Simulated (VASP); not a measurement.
## SrTe3Ir: single point with LDA

The system is SrTe3Ir.

```xyz
5
Lattice="5.2522 0.0000 0.0000 0.0000 5.2522 0.0000 0.0000 0.0000 5.2522" Properties=species:S:1:pos:R:3 pbc="T T T"
Sr    0.0000    0.0000    0.0000
Ir    2.6261    2.6261    2.6261
Te    2.6261    2.6261    0.0000
Te    0.0000    2.6261    2.6261
Te    2.6261    0.0000    2.6261
```

```json
{
 "Program": "VASP 6.6.1",
 "Task": "single point",
 "Functional": "LDA",
 "Potentials or basis": "VASP PAW LDA potentials, release 64 (Sr_sv, Ir, Te)",
 "Cutoff": "520 eV",
 "k mesh": "6 × 6 × 6",
 "Occupations": "fermi-dirac, width 0.1 eV",
 "Spin": "no spin polarisation"
}
```

| Quantity | Value |
| --- | --- |
| Pressure | 0.2 GPa |
| Band gap on the k mesh | zero (an odd number of electrons rules out a gap without spin polarisation) |

Levels at points of the mesh, in eV from the Fermi level:
```
           k point  band 16  band 17  band 18  band 19  band 20  band 21  band 22  band 23
(0.00, 0.00, 0.00)    -1.04    -1.04    -1.04     0.04     0.04     0.04     0.07     2.24
(0.50, 0.00, 0.00)    -0.99    -0.50    -0.50    -0.01     0.13     0.13     3.01     3.29
(0.50, 0.50, 0.00)    -0.80    -0.56    -0.09    -0.09     0.56     2.97     3.77     4.39
(0.50, 0.50, 0.50)    -0.50     0.80     0.80     0.80     1.17     3.47     3.47     3.47
```

Wall time 2.7 min on 1 thread of Intel Xeon 8259CL, with other jobs on the host, peak memory 0.25 GiB.

Caveat: spin-orbit coupling is left out, which moves the levels of the heavy elements; an odd number of electrons without spin polarisation forces a metal; a magnetic or distorted state may lie lower.
